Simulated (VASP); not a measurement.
A run of VASP 6.6.1 is set up as follows.

INCAR

```
ALGO = Fast ; EDIFF = 1E-6
ENCUT = 520 ; GGA = PE
ISIF = 2 ; ISMEAR = 0
LASPH = True ; LCHARG = True
LELF = True ; LREAL = False
LVHAR = True ; LWAVE = False
NBANDS = 17 ; NELM = 60
PREC = Accurate ; SIGMA = 0.15
```

KPOINTS

```
k-points
0
Gamma
  18 18 10
```

POSCAR

```
Hf
1.0
    3.1966985242      0.0000000000      0.0000000000
   -1.5983492621      2.7684221302      0.0000000000
    0.0000000000      0.0000000000      4.9060660000
Hf
2
Direct
    0.3333333333      0.6666666667      0.2500000000
    0.6666666667      0.3333333333      0.7500000000
```

Potentials or basis: VASP PAW PBE potentials, release 64 (Hf_pv).

Command:

```bash
$ cat potpaw_PBE.64/Hf_pv/POTCAR > POTCAR
$ mpirun -np 1 vasp_std > vasp.out
```

Problem. Estimate the band gap on the k mesh.

Solution. Zero (bands 10 and 11 overlap by 1.53 eV).

Problem. Predict the pressure.

Solution. 4.0 GPa.

Stress tensor (GPa, compression positive):
```
2.61 0.00 0.00
0.00 2.61 0.00
0.00 0.00 6.78
```

Caveat: the cell differs from its parent crystal (strain +0.000 along x and y, -0.030 along z); the cell stands under pressure; spin-orbit coupling is left out, which moves the levels of the heavy elements.
